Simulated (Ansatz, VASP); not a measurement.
# One calculation of Ir, two programs

```xyz
1
Lattice="0.0000 2.0943 1.6612 2.0943 0.0000 1.6612 2.0943 2.0943 0.0000" Properties=species:S:1:pos:R:3 pbc="T T T"
Ir    0.0000    0.0000    0.0000
```

Alike in both runs: task single point; functional LDA; k mesh 22 × 22 × 22; occupations gaussian, width 0.15 eV; no spin polarisation.

|  | VASP | Ansatz |
| --- | --- | --- |
| version | VASP 6.6.1 | Ansatz 0.2.0 |
| potentials or method | VASP PAW LDA potentials, release 64 (Ir_sv_GW), cutoff 560 eV | scalar-relativistic, plane waves, PAW |
| valence electrons in the cell | 17 | 17 |

VASP gave:

```
gap on the k mesh at the Fermi level (eV)                     : none
pressure (GPa)                                                : -10.5
traceless stress, the component that is largest in VASP (GPa) : 31.16
```

Which values does Ansatz return?

gap on the k mesh at the Fermi level (eV): none; pressure (GPa): -10.0; traceless stress, the component that is largest in VASP (GPa): 31.39.

Ansatz warns that its potentials were made for another functional, while VASP's fit it. LDA's correlation is that of Perdew and Zunger in VASP and of Perdew and Wang (1992) in Ansatz. A gap of «none» marks a metal or a gap that the smearing closes.

Neither program's run includes spin-orbit coupling.
